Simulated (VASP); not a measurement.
# Ru (Fm-3m) in VASP: a series of runs, part 2 of 2

VASP 6.6.1. Earlier steps stand in the parts before.

### Step 3. Single point, PBEsol

File INCAR:

```
PREC = Accurate ; ENCUT = 520
EDIFF = 1E-7 ; ISMEAR = 0
SIGMA = 0.15 ; LREAL = F
LASPH = T ; NELM = 60
ALGO = Fast ; ISIF = 2
LWAVE = F ; LCHARG = F
GGA = PS ; NBANDS = 13
```

File KPOINTS:

```
Automatic mesh
0
Gamma
  24 24 24
```

File POSCAR:

```
Ru
1.0
    0.0000000000      1.9150000000      1.9150000000
    1.9150000000      0.0000000000      1.9150000000
    1.9150000000      1.9150000000      0.0000000000
Ru
1
Direct
    0.0000000000      0.0000000000      0.0000000000
```

Potentials or basis: VASP PAW PBE potentials, release 64 (Ru_pv).

On the command line:

```bash
$ cat potpaw_PBE.64/Ru_pv/POTCAR > POTCAR
$ mpirun -np 1 vasp_std > vasp.out
```

OUTCAR:

```text
PREC = Accurate
   ENCUT = 520
   EDIFF = 1E-7
   ISMEAR = 0
   LREAL = F
   LASPH = T
   NELM = 60
   ISIF = 2
   GGA = PS

 ion  position               nearest neighbor table
   1  0.000  0.000  0.000-

  LATTYP: Found a face centered cubic cell.
 ALAT       =     3.8300000000

  Lattice vectors:

 A1 = (   0.0000000000,   1.9150000000,   1.9150000000)
 A2 = (   1.9150000000,   0.0000000000,   1.9150000000)
 A3 = (   1.9150000000,   1.9150000000,   0.0000000000)

Analysis of symmetry for initial positions (statically):
=====================================================================
 Subroutine PRICEL returns:
 Original cell was already a primitive cell.

 Routine SETGRP: Setting up the symmetry group for a
 face centered cubic supercell.

 Subroutine GETGRP returns: Found 48 space group operations
 (whereof 48 operations were pure point group operations)
 out of a pool of 48 trial point group operations.

The static configuration has the point symmetry O_h .

Analysis of symmetry for dynamics (positions and initial velocities):
=====================================================================
 Subroutine PRICEL returns:
 Original cell was already a primitive cell.

 Routine SETGRP: Setting up the symmetry group for a
 face centered cubic supercell.

 Subroutine GETGRP returns: Found 48 space group operations
 (whereof 48 operations were pure point group operations)
 out of a pool of 48 trial point group operations.

The dynamic configuration has the point symmetry O_h .

 Subroutine INISYM returns: Found 48 space group operations
 (whereof 48 operations are pure point group operations),
 and found     1 'primitive' translations

----------------------------------------------------------------------------------------

                                     Primitive cell

  volume of cell :      14.0455

  direct lattice vectors                    reciprocal lattice vectors
     0.000000000  1.915000000  1.915000000    -0.261096606  0.261096606  0.261096606
     1.915000000  0.000000000  1.915000000     0.261096606 -0.261096606  0.261096606
     1.915000000  1.915000000  0.000000000     0.261096606  0.261096606 -0.261096606

  length of vectors
     2.708218972  2.708218972  2.708218972     0.452232587  0.452232587  0.452232587

  position of ions in fractional coordinates (direct lattice)
     0.000000000  0.000000000  0.000000000

  ion indices of the primitive-cell ions
   primitive index   ion index
                 1           1

----------------------------------------------------------------------------------------

 KPOINTS: Automatic mesh

Automatic generation of k-mesh.
 Grid dimensions read from file:
 generate k-points for:   24   24   24

 Generating k-lattice:

  Cartesian coordinates                     Fractional coordinates (reciprocal lattice)
    -0.010879025  0.010879025  0.010879025     0.041666667  0.000000000  0.000000000
     0.010879025 -0.010879025  0.010879025     0.000000000  0.041666667  0.000000000
     0.010879025  0.010879025 -0.010879025     0.000000000  0.000000000  0.041666667

  Length of vectors
     0.018843024  0.018843024  0.018843024

  Shift w.r.t. Gamma in fractional coordinates (k-lattice)
     0.000000000  0.000000000  0.000000000

 Subroutine IBZKPT returns following result:
 ===========================================

 Found    413 irreducible k-points:

 Following reciprocal coordinates:
            Coordinates               Weight
  0.000000  0.000000  0.000000      1.000000
  0.041667  0.000000  0.000000      8.000000
  0.083333  0.000000  0.000000      8.000000
  0.125000  0.000000  0.000000      8.000000
  0.166667  0.000000  0.000000      8.000000
  0.208333  0.000000  0.000000      8.000000
[... 16 lines left out ...]
  0.416667  0.041667  0.000000     24.000000
  0.458333  0.041667  0.000000     24.000000
 [... further k-points ...]
   k-points           NKPTS =    413   k-points in BZ     NKDIM =    413   number of bands    NBANDS=     13
   number of dos      NEDOS =    301   number of ions     NIONS =      1
   total plane-waves  NPLWV =   8000
   dimension x,y,z NGX =    20 NGY =   20 NGZ =   20
   dimension x,y,z NGXF=    40 NGYF=   40 NGZF=   40
   ions per type =               1
   NGX,Y,Z   is equivalent  to a cutoff of  12.28, 12.28, 12.28 a.u.
   NGXF,Y,Z  is equivalent  to a cutoff of  24.55, 24.55, 24.55 a.u.
 SYSTEM =  unknown system
   PREC   = accura    normal or accurate (medium, high low for compatibility)
   ISTART =      0    job   : 0-new  1-cont  2-samecut
   ICHARG =      2    charge: 1-file 2-atom 10-const
   ISPIN  =      1    spin polarized calculation?
   LNONCOLLINEAR =      F non collinear calculations
   LSORBIT =      F    spin-orbit coupling
   LASPH  =      T    aspherical Exc in radial PAW
   ENCUT  =  520.0 eV  38.22 Ry    6.18 a.u.   5.04  5.04  5.04*2*pi/ulx,y,z
   NELM   =     60;   NELMIN=  2; NELMDL= -5     # of ELM steps
   EDIFF  = 0.1E-06   stopping-criterion for ELM
   LREAL  =      F    real-space projection
   EDIFFG = 0.1E-05   stopping-criterion for IOM
   NSW    =      0    number of steps for IOM
   IBRION =     -1    ionic relax: 0-MD 1-quasi-New 2-CG
   NFREE  =      0    steps in history (QN), initial steepest desc. (CG)
   ISIF   =      2    stress and relaxation
   ISYM   =      2    0-nonsym 1-usesym 2-fastsym
   POTIM  = 0.5000    time-step for ionic-motion
   TEBEG  =    0.0;   TEEND  =   0.0 temperature during run
   PSTRESS=    0.0 pullay stress
   NELECT =      14.0000    total number of electrons
   NUPDOWN=      -1.0000    fix difference up-down
   EMIN   =  10.00;   EMAX   =-10.00  energy-range for DOS
   EFERMI =   0.00;   METHOD = LEGACY
   ISMEAR =     0;   SIGMA  =   0.15  broadening in eV -4-tet -1-fermi 0-gaus
   EFERMI_NEDOS =   21; number of points for ismear=-14 and -15
   IALGO  =     68    algorithm
   IMIX   =      4    mixing-type and parameters
     AMIX     =   0.40;   BMIX     =  1.00
     AMIX_MAG =   1.60;   BMIX_MAG =  1.00
  volume/ion in A,a.u.               =      14.05        94.78
  Fermi-wavevector in a.u.,A,eV,Ry     =   1.635330  3.090326 36.386117  2.674304
  Thomas-Fermi vector in A             =   2.726821
   LORBIT       =      0    0 simple, 1 ext, 2 COOP (PROOUT), +10 PAW based schemes
   GGA     = PS    functional components
   LHFCALC =     F    Hartree Fock is set to
   AEXX    =    0.0000 exact exchange contribution
   IVDW    =     0    specifies the selected vdW correction
   LEPSILON=     F    determine dielectric tensor
   LRPA    =     F    only Hartree local field effects (RPA)
 non-spin polarized calculation
 RMM-DIIS sequential band-by-band and
 Gauss-broadening in eV      SIGMA  =   0.15
  energy-cutoff  :      520.00
  volume of cell :       14.05
 maximum number of plane-waves:       391
   NGX =  9   NGY =  9   NGZ =  9

 number of electron      13.9999998 magnetization

 Free energy of the ion-electron system (eV)
  ---------------------------------------------------
  ext. energy  EPLUGINS =         0.00000000
  ---------------------------------------------------
  free energy    TOTEN  =       -10.02542552 eV

  energy without entropy =      -10.01134723  energy(sigma->0) =      -10.01838638

 E-fermi :  12.0002     XC(G=0): -14.0707

 val. band max:       11.9994373653   @ k =   0.1667   0.0833   0.0417
 cond. band min:      12.0026240647   @ k =   0.3750   0.2083   0.0833
 fundamental gap:      0.0031866994
 Fermi energy:        12.0001793434

 k-point     1 :       0.0000    0.0000    0.0000
  band No.  band energies     occupation
      1     -30.3641      2.00000
      2     -30.3641      2.00000
      3     -30.3641      2.00000
      4       4.2217      2.00000
      5       9.5437      2.00000
      6       9.5437      2.00000
      7       9.5437      2.00000
      8      11.8864      1.71660
      9      11.8864      1.71660
     10      22.4418      0.00000
     11      27.0460      0.00000
     12      32.5837      0.00000
     13      32.5837      0.00000
[... 353 lines left out ...]
 k-point    24 :       0.4583    0.0417    0.0000
  band No.  band energies     occupation
      1     -31.2905      2.00000
      2     -30.4977      2.00000
      3     -30.4971      2.00000
      4       6.2343      2.00000
      5       9.4009      2.00000
      6       9.5264      2.00000
      7      12.0960      0.36651
      8      13.6239      0.00000
      9      13.9269      0.00000
     10      22.1082      0.00000
     11      22.4690      0.00000
     12      26.9123      0.00000
     13      32.8455      0.00000

 [... further k-points ...]

------------------------ aborting loop because EDIFF is reached ----------------------------------------

  FORCE on cell =-STRESS in cart. coord.  units (eV):
  Direction    XX          YY          ZZ          XY          YZ          ZX
  --------------------------------------------------------------------------------------
  -------------------------------------------------------------------------------------
  Total       -1.2916175     -1.2916175     -1.2916175      0.0000000     -0.0000000      0.0000000
  in kB     -147.3357601   -147.3357601   -147.3357601      0.0000000     -0.0000000      0.0000000
  external PRESSURE =    -147.3357601 kB  Pullay stress =       0.0000000 kB

 VOLUME and BASIS-vectors are now :
 -----------------------------------------------------------------------------
  energy-cutoff  :      520.00
  volume of cell :       14.05
      direct lattice vectors                 reciprocal lattice vectors
     0.000000000  1.915000000  1.915000000    -0.261096606  0.261096606  0.261096606
     1.915000000  0.000000000  1.915000000     0.261096606 -0.261096606  0.261096606
     1.915000000  1.915000000  0.000000000     0.261096606  0.261096606 -0.261096606

 POSITION                                       TOTAL-FORCE (eV/Angst)
 -----------------------------------------------------------------------------------
      0.00000      0.00000      0.00000        -0.000000     -0.000000      0.000000
 -----------------------------------------------------------------------------------
    total drift:                                0.000000      0.000000      0.000000

  FREE ENERGIE OF THE ION-ELECTRON SYSTEM (eV)
  ---------------------------------------------------
  free  energy   TOTEN  =       -10.0254255237 eV

  energy  without entropy=      -10.0113472273  energy(sigma->0) =      -10.01838638
```

stdout:

```text
POSCAR found type information on POSCAR Ru
 POSCAR found :  1 types and       1 ions
 scaLAPACK will be used
 -----------------------------------------------------------------------------
|                                                                             |
|                                                                             |
|     You enforced a specific xc type in the INCAR file but a different       |
|     I HOPE YOU KNOW WHAT YOU ARE DOING!                                     |
|                                                                             |
 -----------------------------------------------------------------------------

 LDA part: xc-table for (Slater+PW92), standard interpolation
 POSCAR, INCAR and KPOINTS ok, starting setup
 FFT: planning ... GRIDC
 FFT: planning ... GRID_SOFT
 FFT: planning ... GRID
 WAVECAR not read
 entering main loop
```

Wall time 39 s (1 thread of Intel Xeon Platinum 8488C (Sapphire Rapids), shared host); peak memory 0.18 GiB.

What came out:

* Free energy: -10.0254 eV
* Pressure: -14.7 GPa
* Band gap on the k mesh: zero (band 7 reaches 14.16 eV, above the bottom of band 8 at 10.81 eV)

Caveat: the PAW data sets were made with another functional, which shifts forces and pressure a little.
